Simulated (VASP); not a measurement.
Crystal: BiAs (zincblende type).

```
CELL_PARAMETERS angstrom
0.00000 3.35315 3.35315
3.35315 0.00000 3.35315
3.35315 3.35315 0.00000
ATOMIC_POSITIONS crystal
As 0.00000 0.00000 0.00000
Bi 0.25000 0.25000 0.25000
```

Base run:

| Item | Value |
| --- | --- |
| Program | VASP 6.6.1 |
| Functional | PBE |
| Potentials or basis | VASP PAW PBE potentials, release 64 (As, Bi_d) |
| Cutoff | 520 eV |
| k mesh | 8 × 8 × 8 |
| Occupations | fermi-dirac, width 0.05 eV |
| Spin | no spin polarisation |

Its results: band gap on the k mesh zero (bands 10 and 11 overlap by 0.85 eV); pressure 0.2 GPa.

**Question.** After a change of settings the same cell gave: band gap on the k mesh 0.21 eV; pressure -1.2 GPa. Which change was it?
A. k mesh from 8 × 8 × 8 to 3 × 3 × 3
B. k mesh from 8 × 8 × 8 to 5 × 5 × 5
C. k mesh from 8 × 8 × 8 to 5 × 5 × 5; further incar settings from ALGO = Normal; EDIFF = 1e-08; NBANDS = 17 to ALGO = Normal; EDIFF = 1e-06; NBANDS = 17
D. k mesh from 8 × 8 × 8 to 14 × 14 × 14; further incar settings from ALGO = Normal; EDIFF = 1e-08; NBANDS = 17 to ALGO = Normal; EDIFF = 1e-06; NBANDS = 17

**Answer.** A.

Caveats: some runs use coarse meshes; spin-orbit coupling is left out, which moves the levels of the heavy elements; an odd mesh through Γ misses points on the zone boundary, where band edges can lie (at least some runs).
